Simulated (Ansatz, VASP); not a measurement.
Rh: VASP beside Ansatz

```
Rh
1.0
     2.86586    0.00000    0.00000
    -1.43293    2.48191    0.00000
     0.00000    0.00000    4.60953
Rh
2
Cartesian
  1.4329 0.8273 3.4572
  0.0000 1.6546 1.1524
```

Change from the starting cell: equal strain along all axes, cell held, atoms relaxed: +6.0 %.

Alike in both runs: task single point; functional r2SCAN; k mesh 24 × 24 × 12; occupations gaussian, width 0.1 eV; no spin polarisation.

|  | VASP | Ansatz |
| --- | --- | --- |
| version | VASP 6.6.1 | Ansatz 0.2.0 |
| potentials or method | VASP PAW PBE potentials, release 64 (Rh_pv), cutoff 520 eV | scalar-relativistic, plane waves, PAW |
| valence electrons in the cell | 30 | 34 |

```tsv
	VASP	Ansatz	Ansatz less VASP
gap on the k mesh at the Fermi level (eV)	none	none	-
pressure (GPa)	-30.4	-30.9	-0.45
traceless stress, the component that is largest in VASP (GPa)	-0.42	-0.45	-0.027
```

VASP's potentials were made for PBE, not for r2SCAN. A gap of «none» marks a metal or a gap that the smearing closes. Both programs put the cell under strong tension, so it lies far from rest at this level. VASP's potentials hold 30 valence electrons a cell and Ansatz's 34, so a difference there can come from the potentials and not from the codes.

Noted on VASP's run: the cell as given lies far from equilibrium.
